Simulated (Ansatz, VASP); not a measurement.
## Two plane-wave programs on HfO2

```
Hf O
1.0
     0.00000    2.53668    2.53668
     2.53668    0.00000    2.53668
     2.53668    2.53668    0.00000
Hf O
1 2
Direct
  0.00000 0.00000 0.00000
  0.25000 0.25000 0.25000
  0.75000 0.75000 0.75000
```

Alike in both runs: functional PBE; dispersion D3(BJ); k mesh 8 × 8 × 8; occupations gaussian, width 0.02 eV; no spin polarisation.

Ansatz relaxed the structure, and its values are those at the end. VASP's run is a single point on that final structure, the one shown.

|  | VASP | Ansatz |
| --- | --- | --- |
| version | VASP 6.6.1 | Ansatz 0.2.0 |
| potentials or method | VASP PAW PBE potentials, release 64 (Hf_pv, O), cutoff 600 eV | scalar-relativistic, plane waves, PAW |
| valence electrons in the cell | 22 | 38 |

```csv
,VASP,Ansatz,Ansatz less VASP
gap on the k mesh at the Fermi level (eV),3.80,3.78,-0.015
least direct gap on the mesh (eV),3.80,3.78,-0.015
pressure (GPa),-4.1,0.0,+4.09
```

One of these differences is far larger than is usual between the two programs; its cause wasn't traced. VASP's potentials hold 22 valence electrons a cell and Ansatz's 38, so a difference there can come from the potentials and not from the codes.

Spin-orbit coupling is off throughout.
